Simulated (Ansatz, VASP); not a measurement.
**Two plane-wave programs on Cu**

```xyz
1
Lattice="0.0000 1.8146 1.8146 1.8146 0.0000 1.8146 1.8146 1.8146 0.0000" Properties=species:S:1:pos:R:3 pbc="T T T"
Cu    0.0000    0.0000    0.0000
```

Alike in both runs: task single point; functional PBE; k mesh 15 × 15 × 15; occupations fermi-dirac, width 0.01 eV; no spin polarisation.

|  | VASP | Ansatz |
| --- | --- | --- |
| version | VASP 6.6.1 | Ansatz 0.2.0 |
| potentials or method | VASP PAW PBE potentials, release 64 (Cu), cutoff 520 eV | plane waves (420 eV) with PAW, scalar-relativistic |
| valence electrons in the cell | 11 | 19 |

Ansatz gave:

| Property | Result |
| --- | --- |
| pressure (GPa) | -0.2 |

**Question.** Estimate VASP's values.

**Answer.** Pressure (GPa): 0.3.

VASP's potentials hold 11 valence electrons a cell and Ansatz's 19, so a difference there can come from the potentials and not from the codes.
